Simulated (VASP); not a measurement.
# MgS (Immm) in VASP: further runs, part 2 of 2

VASP 6.6.1. The steps go on from the part before.

## 4. Single point, PBEsol

INCAR

```
PREC = Accurate ; ENCUT = 600
EDIFF = 1E-6 ; ISMEAR = 0
SIGMA = 0.01 ; LREAL = False
LASPH = True ; NELM = 120
ALGO = Normal ; ISIF = 2
LWAVE = False ; LCHARG = False
GGA = PS ; NBANDS = 11
GGA_COMPAT = False
```

KPOINTS

```
regular mesh
0
Gamma
  6 6 6
```

POSCAR

```
MgS
1.0
    0.0157311411      2.6013909985      2.5856978984
    2.6013909985      0.0157311411      2.5856978984
    2.6171221396      2.6171221396      0.0000000000
Mg S
1 1
Direct
    0.0000000000      0.0000000000      0.0000000000
    0.5000000000      0.5000000000      0.5000000000
```

Potentials or basis: VASP PAW PBE potentials, release 64 (Mg, S).

Launch:

```console
> cat potpaw_PBE.64/Mg/POTCAR potpaw_PBE.64/S/POTCAR > POTCAR
> mpirun -np 1 vasp_std > vasp.out
```

OUTCAR:

```text
PREC = Accurate
   ENCUT = 600
   EDIFF = 1E-6
   ISMEAR = 0
   LREAL = False
   LASPH = True
   NELM = 120
   ISIF = 2
   GGA = PS

 ion  position               nearest neighbor table
   1  0.000  0.000  0.000-   2 2.59   2 2.59   2 2.60   2 2.60   2 2.60   2 2.60
   2  0.500  0.500  0.500-   1 2.59   1 2.59   1 2.60   1 2.60   1 2.60   1 2.60

  LATTYP: Found a body centered orthorhombic cell.
 ALAT       =     3.6566752380
 B/A-ratio  =     1.0121679896
 C/A-ratio  =     1.4142343687

  Lattice vectors:

 A1 = (   2.6013909985,   0.0157311411,  -2.5856978984)
 A2 = (  -2.6013909985,  -0.0157311411,  -2.5856978984)
 A3 = (   0.0157311411,   2.6013909985,   2.5856978984)

Analysis of symmetry for initial positions (statically):
=====================================================================
 Subroutine PRICEL returns:
 Original cell was already a primitive cell.

 Routine SETGRP: Setting up the symmetry group for a
 body centered orthorhombic supercell.

 Subroutine GETGRP returns: Found  8 space group operations
 (whereof  8 operations were pure point group operations)
 out of a pool of  8 trial point group operations.

The static configuration has the point symmetry D_2h.

Analysis of symmetry for dynamics (positions and initial velocities):
=====================================================================
 Subroutine PRICEL returns:
 Original cell was already a primitive cell.

 Routine SETGRP: Setting up the symmetry group for a
 body centered orthorhombic supercell.

 Subroutine GETGRP returns: Found  8 space group operations
 (whereof  8 operations were pure point group operations)
 out of a pool of  8 trial point group operations.

The dynamic configuration has the point symmetry D_2h.

 Subroutine INISYM returns: Found  8 space group operations
 (whereof  8 operations are pure point group operations),
 and found     1 'primitive' translations

[... 116 lines left out ...]
  Fermi-wavevector in a.u.,A,eV,Ry     =   1.001007  1.891629 13.633241  1.002015
  Thomas-Fermi vector in A             =   2.133401
   LORBIT       =      0    0 simple, 1 ext, 2 COOP (PROOUT), +10 PAW based schemes
   GGA     = PS    functional components
   LHFCALC =     F    Hartree Fock is set to
   AEXX    =    0.0000 exact exchange contribution
   IVDW    =     0    specifies the selected vdW correction
   LEPSILON=     F    determine dielectric tensor
   LRPA    =     F    only Hartree local field effects (RPA)
 non-spin polarized calculation
 Gauss-broadening in eV      SIGMA  =   0.01
  energy-cutoff  :      600.00
  volume of cell :       34.99
 maximum number of plane-waves:      1195
 NGX is ok and might be reduce to    30
   NGX = 15   NGY = 15   NGZ = 15

 number of electron       7.9999999 magnetization

 Free energy of the ion-electron system (eV)
  ---------------------------------------------------
  ext. energy  EPLUGINS =         0.00000000
  ---------------------------------------------------
  free energy    TOTEN  =        -9.07087522 eV

  energy without entropy =       -9.07087522  energy(sigma->0) =       -9.07087522

 E-fermi :   3.8630     XC(G=0):  -9.8624

 val. band max:        3.7994739642   @ k =   0.0000   0.0000   0.0000
 cond. band min:       6.4231719999   @ k =   0.5000   0.5000   0.0000
 fundamental gap:      2.6236980357
 Fermi energy:         3.8630240125

 k-point     1 :       0.0000    0.0000    0.0000
  band No.  band energies     occupation
      1      -8.9847      2.00000
      2       3.6900      2.00000
      3       3.7169      2.00000
      4       3.7995      2.00000
      5       7.3745      0.00000
      6      11.4606      0.00000
      7      11.6280      0.00000
      8      11.6659      0.00000
      9      14.0111      0.00000
     10      14.0937      0.00000
     11      16.0410      0.00000
[... 309 lines left out ...]
 k-point    24 :       0.5000    0.5000    0.1667
  band No.  band energies     occupation
      1      -7.3649      2.00000
      2      -0.2797      2.00000
      3       1.3089      2.00000
      4       2.2998      2.00000
      5       7.3909      0.00000
      6       9.1458      0.00000
      7      13.7064      0.00000
      8      14.0162      0.00000
      9      16.5087      0.00000
     10      18.4719      0.00000
     11      19.7091      0.00000

 [... further k-points ...]
[... 5 lines left out ...]
  --------------------------------------------------------------------------------------
  -------------------------------------------------------------------------------------
  Total       -0.1812668     -0.1812668     -0.0405484     -0.1411246      0.0000000      0.0000000
  in kB       -8.2989971     -8.2989971     -1.8564402     -6.4611565      0.0000000      0.0000000
  external PRESSURE =      -6.1514782 kB  Pullay stress =       0.0000000 kB

 VOLUME and BASIS-vectors are now :
 -----------------------------------------------------------------------------
  energy-cutoff  :      600.00
  volume of cell :       34.99
      direct lattice vectors                 reciprocal lattice vectors
     0.015731141  2.601390998  2.585697898    -0.193374236  0.193374236  0.193371391
     2.601390998  0.015731141  2.585697898     0.193374236 -0.193374236  0.193371391
     2.617122140  2.617122140  0.000000000     0.191049547  0.191049547 -0.193371391

 POSITION                                       TOTAL-FORCE (eV/Angst)
 -----------------------------------------------------------------------------------
      0.00000      0.00000      0.00000        -0.000000      0.000000     -0.000000
      2.61712      2.61712      2.58570         0.000000      0.000000      0.000000
 -----------------------------------------------------------------------------------
    total drift:                               -0.000000     -0.000000      0.000000

  FREE ENERGIE OF THE ION-ELECTRON SYSTEM (eV)
  ---------------------------------------------------
  free  energy   TOTEN  =        -9.0708752209 eV

  energy  without entropy=       -9.0708752209  energy(sigma->0) =       -9.07087522
```

Wall time 10 s (1 thread of AMD EPYC 9R45 (Zen 5), shared host); peak memory 0.15 GiB.

What came out:

- Free energy: -9.0709 eV
- Pressure: -0.6 GPa
- Band gap on the k mesh: 2.62 eV (least direct gap 3.58 eV)

Caveat: the PAW data sets were made with another functional, which shifts forces and pressure a little.

## 5. Single point, PBEsol

INCAR

```
SYSTEM = MgS
  PREC = Accurate
  ENCUT = 600
  EDIFF = 1E-6
  ISMEAR = 0
  SIGMA = 0.01
  LREAL = .FALSE.
  LASPH = .TRUE.
  NELM = 120
  ALGO = Normal
  ISIF = 2
  LWAVE = .FALSE.
  LCHARG = .FALSE.
  GGA = PS
  NBANDS = 11
  GGA_COMPAT = .FALSE.
```

KPOINTS

```
regular mesh
0
G
  6 6 6
  0 0 0
```

POSCAR is that of step 4.

Launch:

```console
> cat potpaw_PBE.64/Mg/POTCAR potpaw_PBE.64/S/POTCAR > POTCAR
> mpirun -np 1 vasp_std > vasp.out
```

Wall time 10 s (1 thread of AMD EPYC 9R45 (Zen 5), shared host); peak memory 0.15 GiB.

It converged, with:

```
Free energy            : -9.0709 eV
Pressure               : -0.6 GPa
Band gap on the k mesh : 2.62 eV (least direct gap 3.58 eV)
```

Stress tensor (GPa, compression positive):
```
-0.83 -0.65  0.00
-0.65 -0.83  0.00
 0.00  0.00 -0.19
```

Levels at points of the mesh, in eV from the valence-band top:
| k point | band 1 | band 2 | band 3 | band 4 | band 5 | band 6 | band 7 | band 8 | band 9 |
| --- | --- | --- | --- | --- | --- | --- | --- | --- | --- |
| (0.00, 0.00, 0.00) | -12.78 | -0.11 | -0.08 | 0.00 | 3.58 | 7.66 | 7.83 | 7.87 | 10.21 |
| (0.50, 0.00, 0.00) | -11.43 | -4.97 | -0.73 | -0.67 | 4.30 | 6.65 | 6.80 | 10.06 | 11.96 |
| (0.50, 0.50, 0.00) | -11.04 | -4.36 | -1.88 | -1.73 | 2.62 | 4.15 | 11.91 | 12.79 | 13.21 |
| (0.00, 0.00, 0.50) | -11.46 | -5.01 | -0.66 | -0.63 | 4.39 | 6.81 | 6.82 | 10.08 | 11.92 |
| (0.50, 0.00, 0.50) | -11.07 | -4.36 | -1.80 | -1.75 | 2.66 | 4.16 | 11.83 | 12.76 | 13.20 |

Caveat: the PAW data sets were made with another functional, which shifts forces and pressure a little.

## 6. Overview

| cell | smearing | gap on the mesh (eV) | pressure (GPa) |
| --- | --- | --- | --- |
| a = 3.667, b = 3.667, c = 3.701 Å, angles 59.7, 59.7, 59.8°, 2 atoms | gaussian 0.02 eV | 2.62 | -0.6 |
| a = 3.668, b = 3.668, c = 3.701 Å, angles 59.7, 59.7, 59.8°, 2 atoms | gaussian 0.02 eV | 2.62 | -0.6 |
| a = 3.668, b = 3.668, c = 3.701 Å, angles 59.7, 59.7, 59.8°, 2 atoms | gaussian 0.01 eV | 2.62 | -0.6 |

Alike in all rows: task single point; level PBEsol; potentials or basis VASP PAW PBE potentials, release 64 (Mg, S); no spin polarisation; k mesh 6 × 6 × 6; cutoff (eV) 600.

Caveats: the PAW data sets were made with another functional, which shifts forces and pressure a little.

Total energies depend on the potentials used, so only differences within one code and one set of settings carry meaning.
